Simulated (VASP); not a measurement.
Runs of VASP 6.6.1 on CoSi2 (fluorite type). The structure is that of space group Fm-3m (No. 225), or close to it. The cells are those of the table. 

```csv
task,cell,k mesh for the DOS,occupations for the DOS,gap on the mesh (eV),pressure (GPa)
single point,"a = 3.462 Å, angles 60.0°, 3 atoms",-,-,none,(b)
single point,"a = 3.180 Å, angles 60.0°, 3 atoms",-,-,none,(a)
single point,"a = 3.654 Å, angles 60.0°, 3 atoms",-,-,none,14.8
single point,"a = 3.574 Å, angles 60.0°, 3 atoms",-,-,none,35.0
single point,"a = 3.343 Å, angles 60.0°, 3 atoms",-,-,none,137.4
```

Alike in all rows: level LDA; potentials or basis VASP PAW LDA potentials, release 64 (Co, Si); no spin polarisation; k mesh 10 × 10 × 10; cutoff (eV) 520; smearing fermi-dirac 0.1 eV.

Task: Estimate the missing entries.

Result: (a) 272.1; (b) 74.8.

A gap of «none» marks levels without a gap at the run's occupations.
